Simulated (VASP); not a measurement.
# TiO (P6_3/mmc) in VASP: settings compared

TiO is run at these levels: PBEsol, r2SCAN; tasks: single point, relaxation of cell and atoms.

Program: VASP 6.6.1. These are calculated values, not measurements. Logs are shortened: lines on timing, memory, paths and dates and some standing lists are left out, and cuts for length are marked.

### 1 The cell of the first run

Symmetry: P6_3/mmc, No. 194, hexagonal system. The conventional cell has a = 2.852 Å, b = 2.852 Å, c = 5.568 Å, α = 90.00°, β = 90.00°, γ = 120.00°. Ti (site symmetry -6m2) has 6 O at 2.16 Å and 6 Ti at 2.85 Å within 2.9 Å. Within 2.9 Å of O (site symmetry -3m) lie 6 Ti at 2.16 Å and 8 O at 2.78 to 2.85 Å.

### 2 Single point, PBEsol

INCAR reads:

```
PREC = Accurate ; ENCUT = 520
EDIFF = 1E-6 ; ISMEAR = -1
SIGMA = 0.02 ; LREAL = False
LASPH = True ; NELM = 100
ALGO = Normal ; ISIF = 2
LWAVE = False ; LCHARG = False
GGA = PS ; NBANDS = 26
```

KPOINTS reads:

```
Automatic mesh
0
Gamma
  18 18 8
```

POSCAR reads:

```
TiO
1.0
    2.8516080131      0.0000000000      0.0000000000
   -1.4258040066      2.4695649810      0.0000000000
    0.0000000000      0.0000000000      5.5675030000
Ti O
2 2
Direct
    0.3333333333      0.6666666667      0.2500000000
    0.6666666667      0.3333333333      0.7500000000
    0.0000000000      0.0000000000      0.0000000000
    0.0000000000      0.0000000000      0.5000000000
```

Potentials or basis: VASP PAW PBE potentials, release 64 (Ti_sv, O).

Started as:

```sh
> cat potpaw_PBE.64/Ti_sv/POTCAR potpaw_PBE.64/O/POTCAR > POTCAR
> mpirun -np 1 vasp_std > vasp.out
```

OUTCAR:

```text
PREC = Accurate
   ENCUT = 520
   EDIFF = 1E-6
   ISMEAR = -1
   LREAL = False
   LASPH = True
   NELM = 100
   ISIF = 2
   GGA = PS

 ion  position               nearest neighbor table
   1  0.333  0.667  0.250-   3 2.16   4 2.16   3 2.16   4 2.16   3 2.16   4 2.16
   2  0.667  0.333  0.750-   3 2.16   4 2.16   3 2.16   4 2.16   3 2.16   4 2.16
   3  0.000  0.000  0.000-   1 2.16   2 2.16   2 2.16   1 2.16   2 2.16   1 2.16
   4  0.000  0.000  0.500-   1 2.16   2 2.16   2 2.16   1 2.16   2 2.16   1 2.16

  LATTYP: Found a hexagonal cell.
 ALAT       =     2.8516080131
 C/A-ratio  =     1.9524082463

  Lattice vectors:

 A1 = (   2.8516080131,   0.0000000000,   0.0000000000)
 A2 = (  -1.4258040066,   2.4695649810,   0.0000000000)
 A3 = (   0.0000000000,   0.0000000000,   5.5675030000)

Analysis of symmetry for initial positions (statically):
=====================================================================
 Subroutine PRICEL returns:
 Original cell was already a primitive cell.

 Routine SETGRP: Setting up the symmetry group for a
 hexagonal supercell.

 Subroutine GETGRP returns: Found 24 space group operations
 (whereof 12 operations were pure point group operations)
 out of a pool of 24 trial point group operations.

The static configuration has the point symmetry D_3d.
 The point group associated with its full space group is D_6h.

Analysis of symmetry for dynamics (positions and initial velocities):
=====================================================================
 Subroutine PRICEL returns:
 Original cell was already a primitive cell.

 Routine SETGRP: Setting up the symmetry group for a
 hexagonal supercell.

 Subroutine GETGRP returns: Found 24 space group operations
 (whereof 12 operations were pure point group operations)
 out of a pool of 24 trial point group operations.

The dynamic configuration has the point symmetry D_3d.
 The point group associated with its full space group is D_6h.

 Subroutine INISYM returns: Found 24 space group operations
 (whereof 12 operations are pure point group operations),
 and found     1 'primitive' translations

----------------------------------------------------------------------------------------

                                     Primitive cell

  volume of cell :      39.2076

  direct lattice vectors                    reciprocal lattice vectors
     2.851608013  0.000000000  0.000000000     0.350679334  0.202464808  0.000000000
    -1.425804007  2.469564981  0.000000000     0.000000000  0.404929616  0.000000000
     0.000000000  0.000000000  5.567503000     0.000000000  0.000000000  0.179613733

  length of vectors
     2.851608013  2.851608013  5.567503000     0.404929616  0.404929616  0.179613733

  position of ions in fractional coordinates (direct lattice)
     0.333333333  0.666666667  0.250000000
     0.666666667  0.333333333  0.750000000
     0.000000000  0.000000000  0.000000000
     0.000000000  0.000000000  0.500000000

  ion indices of the primitive-cell ions
   primitive index   ion index
                 1           1
                 2           2
                 3           3
                 4           4

----------------------------------------------------------------------------------------

 KPOINTS: Automatic mesh

Automatic generation of k-mesh.
 Grid dimensions read from file:
 generate k-points for:   18   18    8

 Generating k-lattice:

  Cartesian coordinates                     Fractional coordinates (reciprocal lattice)
     0.019482185  0.011248045  0.000000000     0.055555556  0.000000000  0.000000000
     0.000000000  0.022496090  0.000000000     0.000000000  0.055555556  0.000000000
     0.000000000  0.000000000  0.022451717     0.000000000  0.000000000  0.125000000

  Length of vectors
     0.022496090  0.022496090  0.022451717

  Shift w.r.t. Gamma in fractional coordinates (k-lattice)
     0.000000000  0.000000000  0.000000000

 Subroutine IBZKPT returns following result:
 ===========================================

 Found    185 irreducible k-points:

[... 46 lines left out ...]
 fundamental gap:      0.0127262698
 Fermi energy:        11.1882694268

 k-point     1 :       0.0000    0.0000    0.0000
  band No.  band energies     occupation
      1     -46.4155      2.00000
      2     -46.3710      2.00000
      3     -23.2715      2.00000
      4     -22.7882      2.00000
      5     -22.3760      2.00000
      6     -22.3760      2.00000
[... 18 lines left out ...]
     25      12.9905      0.00000
     26      14.0875      0.00000

 k-point     2 :       0.0556   -0.0000    0.0000
  band No.  band energies     occupation
      1     -46.4118      2.00000
      2     -46.3679      2.00000
      3     -23.2621      2.00000
      4     -22.7866      2.00000
      5     -22.3991      2.00000
      6     -22.3844      2.00000
[... 18 lines left out ...]
     25      13.0072      0.00000
     26      13.9419      0.00000

 k-point     3 :       0.1111   -0.0000    0.0000
  band No.  band energies     occupation
      1     -46.4011      2.00000
      2     -46.3591      2.00000
      3     -23.2348      2.00000
      4     -22.7821      2.00000
      5     -22.4683      2.00000
      6     -22.4471      2.00000
[... 18 lines left out ...]
     25      13.1285      0.00000
     26      13.6070      0.00000

 k-point     4 :       0.1667   -0.0000    0.0000
  band No.  band energies     occupation
      1     -46.3846      2.00000
      2     -46.3456      2.00000
      3     -23.1920      2.00000
      4     -22.7758      2.00000
      5     -22.5758      2.00000
      6     -22.5389      2.00000
[... 18 lines left out ...]
     25      13.2316      0.00000
     26      13.8462      0.00000
[... 496 lines left out ...]
      1     -46.3151      2.00000
      2     -46.2917      2.00000
      3     -22.9993      2.00000
      4     -22.9625      2.00000
      5     -22.8718      2.00000
      6     -22.7652      2.00000
[... 18 lines left out ...]
     25      13.9922      0.00000
     26      14.2987      0.00000

 k-point    23 :       0.3333    0.1111    0.0000
  band No.  band energies     occupation
      1     -46.2982      2.00000
      2     -46.2801      2.00000
      3     -23.0509      2.00000
      4     -22.9455      2.00000
      5     -22.9437      2.00000
      6     -22.7715      2.00000
[... 18 lines left out ...]
     25      14.2857      0.00000
     26      14.4545      0.00000

 k-point    24 :       0.3889    0.1111    0.0000
  band No.  band energies     occupation
      1     -46.2866      2.00000
      2     -46.2730      2.00000
      3     -23.1079      2.00000
      4     -22.9903      2.00000
      5     -22.9039      2.00000
      6     -22.7821      2.00000
[... 18 lines left out ...]
     25      14.4377      0.00000
     26      14.6143      0.00000

 [... further k-points ...]

------------------------ aborting loop because EDIFF is reached ----------------------------------------

  FORCE on cell =-STRESS in cart. coord.  units (eV):
  Direction    XX          YY          ZZ          XY          YZ          ZX
  --------------------------------------------------------------------------------------
  -------------------------------------------------------------------------------------
  Total       -2.0803982     -2.0803982     -2.6970172      0.0000000      0.0000000     -0.0000000
  in kB      -85.0131902    -85.0131902   -110.2106494      0.0000000      0.0000000     -0.0000000
  external PRESSURE =     -93.4123432 kB  Pullay stress =       0.0000000 kB

 VOLUME and BASIS-vectors are now :
 -----------------------------------------------------------------------------
  energy-cutoff  :      520.00
  volume of cell :       39.21
      direct lattice vectors                 reciprocal lattice vectors
     2.851608013  0.000000000  0.000000000     0.350679334  0.202464808  0.000000000
    -1.425804007  2.469564981  0.000000000     0.000000000  0.404929616  0.000000000
     0.000000000  0.000000000  5.567503000     0.000000000  0.000000000  0.179613733

 POSITION                                       TOTAL-FORCE (eV/Angst)
 -----------------------------------------------------------------------------------
     -0.00000      1.64638      1.39188         0.000000     -0.000000      0.000000
      1.42580      0.82319      4.17563         0.000000      0.000000      0.000000
      0.00000      0.00000      0.00000        -0.000000      0.000000      0.000000
      0.00000      0.00000      2.78375        -0.000000      0.000000      0.000000
 -----------------------------------------------------------------------------------
    total drift:                               -0.000000      0.000000     -0.000000

  FREE ENERGIE OF THE ION-ELECTRON SYSTEM (eV)
  ---------------------------------------------------
  free  energy   TOTEN  =       -37.3550317312 eV

  energy  without entropy=      -37.3540067438  energy(sigma->0) =      -37.35451924
```

Wall time 59 s (1 thread of Intel Xeon 6975P-C (Granite Rapids), shared host); peak memory 0.28 GiB.

Results:

```
Free energy            : -37.3550 eV
Pressure               : -9.3 GPa
Band gap on the k mesh : zero (bands 18 and 19 overlap by 0.21 eV)
```

Levels at points of the mesh, in eV from the Fermi level:
```csv
k point,band 14,band 15,band 16,band 17,band 18,band 19,band 20,band 21,band 22,band 23
"(0.00, 0.00, 0.00)",-5.35,-5.35,-5.29,-2.05,-0.20,-0.20,0.06,0.81,0.81,1.23
"(0.50, 0.00, 0.00)",-6.70,-5.83,-5.51,-2.76,-0.01,0.68,1.43,2.02,2.35,2.66
"(0.00, 0.00, 0.50)",-5.62,-5.62,-5.62,-0.59,-0.59,0.64,0.64,0.64,0.64,1.96
"(0.50, 0.00, 0.50)",-7.31,-6.15,-6.15,-1.35,-1.35,1.82,1.82,2.15,2.15,2.29
```

Caveat: the cell stands under tension; the PAW data sets were made with another functional, which shifts forces and pressure a little; semilocal functionals often make such compounds metallic where correlation or magnetic order opens a gap, which also shifts bond lengths.

### 3 Single point, PBEsol

INCAR reads:

```
SYSTEM = TiO
PREC = Accurate
ENCUT = 520
EDIFF = 1E-7
ISMEAR = -1
SIGMA = 0.05
LREAL = .FALSE.
LASPH = .TRUE.
NELM = 100
ALGO = Normal
ISIF = 2
LWAVE = .FALSE.
LCHARG = .FALSE.
GGA = PS
NBANDS = 26
```

KPOINTS reads:

```
regular mesh
0
G
  18 18 8
  0 0 0
```

POSCAR is that of step 2.

Potentials or basis: VASP PAW PBE potentials, release 64 (Ti_sv, O).

Started as:

```sh
> cat potpaw_PBE.64/Ti_sv/POTCAR potpaw_PBE.64/O/POTCAR > POTCAR
> mpirun -np 1 vasp_std > vasp.out
```

It took 68 s on 1 thread of Intel Xeon 6975P-C (Granite Rapids), shared host; peak memory 0.28 GiB.

Results (log left out):

* Free energy: -37.3577 eV
* Pressure: -9.3 GPa
* Band gap on the k mesh: zero (bands 18 and 19 overlap by 0.20 eV)

Stress tensor (GPa, compression positive):
```
 -8.43   0.00   0.00
  0.00  -8.43   0.00
  0.00   0.00 -11.15
```

Levels at points of the mesh, in eV from the Fermi level:
```csv
k point,band 14,band 15,band 16,band 17,band 18,band 19,band 20,band 21,band 22,band 23
"(0.00, 0.00, 0.00)",-5.38,-5.38,-5.33,-2.08,-0.24,-0.24,0.03,0.77,0.77,1.19
"(0.50, 0.00, 0.00)",-6.73,-5.87,-5.54,-2.80,-0.05,0.64,1.39,1.99,2.31,2.63
"(0.00, 0.00, 0.50)",-5.66,-5.66,-5.66,-0.62,-0.62,0.60,0.60,0.60,0.60,1.93
"(0.50, 0.00, 0.50)",-7.35,-6.19,-6.19,-1.38,-1.38,1.79,1.79,2.11,2.11,2.26
```

Caveat: the cell stands under tension; the PAW data sets were made with another functional, which shifts forces and pressure a little; semilocal functionals often make such compounds metallic where correlation or magnetic order opens a gap, which also shifts bond lengths.

### 4 Single point, PBEsol

INCAR reads:

```
PREC = Accurate
ENCUT = 520
EDIFF = 1E-7
ISMEAR = -1
SIGMA = 0.1
LREAL = False
LASPH = True
NELM = 60
ALGO = Normal
ISIF = 2
LWAVE = False
LCHARG = False
GGA = PS
NBANDS = 26
```

KPOINTS reads:

```
Automatic mesh
0
Gamma
  18 18 8
```

POSCAR is that of step 3.

Started as:

```sh
> cat potpaw_PBE.64/Ti_sv/POTCAR potpaw_PBE.64/O/POTCAR > POTCAR
> mpirun -np 1 vasp_std > vasp.out
```

It took 65 s on 1 thread of Intel Xeon 6975P-C (Granite Rapids), shared host; peak memory 0.28 GiB.

It converged, with:

```yaml
Free_energy: -37.3669 eV
Pressure: -9.3 GPa
Band_gap_on_the_k_mesh: zero (bands 18 and 19 overlap by 0.20 eV)
```

Stress tensor (GPa, compression positive):
```
 -8.28   0.00   0.00
  0.00  -8.28   0.00
  0.00   0.00 -11.40
```

Levels at points of the mesh, in eV from the Fermi level:
| k point | band 16 | band 17 | band 18 | band 19 | band 20 | band 21 |
| --- | --- | --- | --- | --- | --- | --- |
| (0.00, 0.00, 0.00) | -5.39 | -2.15 | -0.30 | -0.30 | -0.04 | 0.71 |
| (0.50, 0.00, 0.00) | -5.61 | -2.86 | -0.11 | 0.58 | 1.33 | 1.93 |
| (0.00, 0.00, 0.50) | -5.72 | -0.68 | -0.68 | 0.54 | 0.54 | 0.54 |
| (0.50, 0.00, 0.50) | -6.25 | -1.45 | -1.45 | 1.73 | 1.73 | 2.05 |

Caveat: the cell stands under tension; the PAW data sets were made with another functional, which shifts forces and pressure a little; semilocal functionals often make such compounds metallic where correlation or magnetic order opens a gap, which also shifts bond lengths.

### 5 Single point, PBEsol

INCAR reads:

```
PREC = Accurate
ENCUT = 520
EDIFF = 1E-6
ISMEAR = -1
SIGMA = 0.3
LREAL = False
LASPH = True
NELM = 80
ALGO = Normal
ISIF = 2
LWAVE = False
LCHARG = True
GGA = PS
LELF = True
LVHAR = True
NBANDS = 26
```

KPOINTS reads:

```
regular mesh
0
Gamma
  18 18 8
```

POSCAR is that of step 4.

Started as:

```sh
> cat potpaw_PBE.64/Ti_sv/POTCAR potpaw_PBE.64/O/POTCAR > POTCAR
> mpirun -np 1 vasp_std > vasp.out
```

Run time: 62 s. Hardware: 1 thread of Intel Xeon 6975P-C (Granite Rapids), shared host; peak memory 0.27 GiB.

Results (log left out):

```yaml
Free_energy: -37.5485 eV
Pressure: -7.7 GPa
Band_gap_on_the_k_mesh: zero (bands 18 and 19 overlap by 0.20 eV)
```

Stress tensor (GPa, compression positive):
```
 -5.75   0.00   0.00
  0.00  -5.75   0.00
  0.00   0.00 -11.45
```

Levels at points of the mesh, in eV from the Fermi level:
```
           k point  band 14  band 15  band 16  band 17  band 18  band 19  band 20  band 21  band 22  band 23
(0.00, 0.00, 0.00)    -5.45    -5.45    -5.40    -2.15    -0.30    -0.30    -0.03     0.72     0.72     1.11
(0.50, 0.00, 0.00)    -6.80    -5.93    -5.62    -2.87    -0.12     0.59     1.35     1.94     2.26     2.58
(0.00, 0.00, 0.50)    -5.73    -5.73    -5.73    -0.68    -0.68     0.55     0.55     0.55     0.55     1.88
(0.50, 0.00, 0.50)    -7.42    -6.26    -6.26    -1.46    -1.46     1.74     1.74     2.07     2.07     2.21
```

Caveat: the cell stands under tension; so wide a smearing shifts energies and pressures; the PAW data sets were made with another functional, which shifts forces and pressure a little; semilocal functionals often make such compounds metallic where correlation or magnetic order opens a gap, which also shifts bond lengths.

### 6 Relaxation of cell and atoms, r2SCAN

POSCAR is that of step 5.

INCAR.step1 reads:

```
SYSTEM = TiO
ALGO = Normal ; EDIFF = 1E-4
ENCUT = 600 ; GGA = PE
ISMEAR = 0 ; LASPH = .TRUE.
LCHARG = .FALSE. ; LREAL = .FALSE.
LWAVE = .TRUE. ; NELM = 80
PREC = Accurate ; SIGMA = 0.1
```

INCAR.step2 reads:

```
SYSTEM = TiO
ALGO = Normal ; EDIFF = 1E-6
EDIFFG = -0.01 ; ENCUT = 600
IBRION = 2 ; ISIF = 3
ISMEAR = 0 ; ISTART = 1
LASPH = .TRUE. ; LCHARG = .FALSE.
LMIXTAU = .TRUE. ; LREAL = .FALSE.
LWAVE = .FALSE. ; METAGGA = R2SCAN
NELM = 80 ; NSW = 80
PREC = Accurate ; SIGMA = 0.1
```

KPOINTS reads:

```
k-points
0
G
  18 18 8
  0 0 0
```

Potentials or basis: VASP PAW PBE potentials, release 64 (Ti_sv, O).

Started as:

```sh
> cat potpaw_PBE.64/Ti_sv/POTCAR potpaw_PBE.64/O/POTCAR > POTCAR
> cp INCAR.step1 INCAR
> mpirun -np 1 vasp_std > vasp.out
> cp INCAR.step2 INCAR
> mpirun -np 1 vasp_std > vasp.out
```

It took 74 min on 1 thread of Oxide Virtual Turin-like, shared host; peak memory 0.28 GiB.

Results (log left out):

- Free energy: -48.6589 eV
- Relaxed volume: 9.65 Å³/atom
- Relaxed cell: a = 2.832 Å, b = 2.832 Å, c = 5.556 Å, α = 90.00°, β = 90.00°, γ = 120.00°
- Space group after relaxing (to 0.1 Å): P6_3/mmc (No. 194)
- Energy gained by relaxing: 2.1 meV/atom
- Ionic steps: 5
- Pressure after relaxing: -0.1 GPa
- Band gap on the k mesh: zero (bands 18 and 19 overlap by 0.03 eV)

Stress tensor (GPa, compression positive):
```
-0.10  0.00  0.00
 0.00 -0.10  0.00
 0.00  0.00 -0.02
```

The path:
```csv
step,energy change (eV),largest force (eV/Å),pressure (GPa),volume (Å³)
1,0.0000,0.0000,-3.88,39.21
2,0.0019,0.0000,4.76,37.87
3,-0.0082,0.0000,0.13,38.57
4,-0.0081,0.0000,0.00,38.58
5,-0.0084,0.0000,-0.08,38.59
```

Final structure:
```
CELL_PARAMETERS angstrom
2.83197 0.00000 0.00000
-1.41598 2.45255 0.00000
0.00000 0.00000 5.55627
ATOMIC_POSITIONS crystal
Ti 0.33333 0.66667 0.25000
Ti 0.66667 0.33333 0.75000
O 0.00000 0.00000 0.00000
O 0.00000 0.00000 0.50000
```

Levels at points of the mesh, in eV from the Fermi level:
| k point | band 15 | band 16 | band 17 | band 18 | band 19 | band 20 | band 21 | band 22 |
| --- | --- | --- | --- | --- | --- | --- | --- | --- |
| (0.00, 0.00, 0.00) | -5.67 | -5.67 | -2.14 | -0.08 | -0.08 | -0.01 | 1.21 | 1.21 |
| (0.50, 0.00, 0.00) | -6.22 | -5.84 | -2.83 | -0.10 | 1.08 | 1.81 | 2.15 | 2.51 |
| (0.00, 0.00, 0.50) | -5.95 | -5.95 | -0.67 | -0.67 | 0.80 | 0.80 | 0.80 | 0.80 |
| (0.50, 0.00, 0.50) | -6.49 | -6.49 | -1.42 | -1.42 | 2.22 | 2.22 | 2.44 | 2.44 |

Caveat: the PAW data sets were made with another functional, which shifts forces and pressure a little; semilocal functionals often make such compounds metallic where correlation or magnetic order opens a gap, which also shifts bond lengths.

### 7 Summary

| task | level | cell | cutoff (eV) | smearing | gap on the mesh (eV) | pressure (GPa) |
| --- | --- | --- | --- | --- | --- | --- |
| single point | PBEsol | as given | 520 | fermi-dirac 0.02 eV | none | -9.3 |
| single point | PBEsol | as given | 520 | fermi-dirac 0.05 eV | none | -9.3 |
| single point | PBEsol | as given | 520 | fermi-dirac 0.1 eV | none | -9.3 |
| single point | PBEsol | as given | 520 | fermi-dirac 0.3 eV | none | -7.7 |
| relaxation of cell and atoms | r2SCAN | relaxed | 600 | gaussian 0.1 eV | none | -0.1 |

Alike in all rows: potentials or basis VASP PAW PBE potentials, release 64 (Ti_sv, O); no spin polarisation; k mesh 18 × 18 × 8.

Caveats: the PAW data sets were made with another functional, which shifts forces and pressure a little; semilocal functionals often make such compounds metallic where correlation or magnetic order opens a gap, which also shifts bond lengths; the cell stands under tension (at least some runs); so wide a smearing shifts energies and pressures (at least some runs).

Total energies depend on the potentials used, so only differences within one code and one set of settings carry meaning.
